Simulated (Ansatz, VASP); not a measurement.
## Ge5Br: VASP beside Ansatz

Contents of INCAR:

```
SYSTEM = Ge5Br
ALGO = Normal
EDIFF = 1E-6
EDIFFG = -0.01
ENCUT = 600
GGA = PE
IBRION = 2
ISIF = 3
ISMEAR = 0
LASPH = .TRUE.
LCHARG = .FALSE.
LREAL = .FALSE.
LWAVE = .FALSE.
NELM = 60
NSW = 100
PREC = Accurate
SIGMA = 0.1
```

File KPOINTS:

```
k-points
0
G
  12 12 4
  0 0 0
```

Contents of POSCAR:

```
Ge5Br
1.0
    4.1582175207      0.0000000000      0.0000000000
   -2.0791087604      3.6011220074      0.0000000000
    0.0000000000      0.0000000000      9.9088221245
Ge Br
5 1
Direct
    0.6666666667      0.3333333333      0.7758259250
    0.0000000000      0.0000000000      0.6481179608
    0.6666666667      0.3333333333      0.5000000000
    0.0000000000      0.0000000000      0.3518820392
    0.6666666667      0.3333333333      0.2241740750
    0.0000000000      0.0000000000      0.0000000000
```

Input for Ansatz:

```yaml
crystal:
  lattice:
    - [4.1582175207, 0.0, 0.0]
    - [-2.0791087604, 3.6011220074, 0.0]
    - [0.0, 0.0, 9.9088221245]
  atoms:
    - { symbol: Ge, position: [0.6666666667, 0.3333333333, 0.775825925] }
    - { symbol: Ge, position: [0.0, 0.0, 0.6481179608] }
    - { symbol: Ge, position: [0.6666666667, 0.3333333333, 0.5] }
    - { symbol: Ge, position: [0.0, 0.0, 0.3518820392] }
    - { symbol: Ge, position: [0.6666666667, 0.3333333333, 0.224174075] }
    - { symbol: Br, position: [0.0, 0.0, 0.0] }
basis:
  ecutwfc: 420
kpoints:
  mp_grid: { grid: [12, 12, 4] }
hamiltonian:
  xc: pbe
scf:
  occupations: { method: gaussian, width: 0.1 }
output:
  forces: true
  stress: true
  eigenvalues: true
  write_density: true
  write_potential: true
  elf: true
  volumetric_format: npy
relax:
  adjacent_minimum: "off"
  f_tol: 0.01
  max_steps: 80
  cell: { stress_tol: 0.05 }
```

Change from the starting cell: species swapped into the Mg5Cd type (P-6m2, No. 187).

Alike in both runs: task relaxation of cell and atoms; functional PBE; k mesh 12 × 12 × 4; occupations gaussian, width 0.1 eV; no spin polarisation.

|  | VASP | Ansatz |
| --- | --- | --- |
| version | VASP 6.6.1 | Ansatz 0.2.0 |
| potentials or method | VASP PAW PBE potentials, release 64 (Ge_d, Br), cutoff 600 eV | scalar-relativistic, plane waves, PAW |
| valence electrons in the cell | 77 | 77 |

Ansatz gave:

* gap on the k mesh at the Fermi level, each at its own relaxed structure (eV): none
* relaxed volume (Å³/atom): 25.00
* relaxed cell length with the largest relative difference (Å): 4.188

Estimate VASP's values.

gap on the k mesh at the Fermi level, each at its own relaxed structure (eV): none; relaxed volume (Å³/atom): 24.89; relaxed cell length with the largest relative difference (Å): 4.178.

A gap of «none» marks a metal or a gap that the smearing closes.
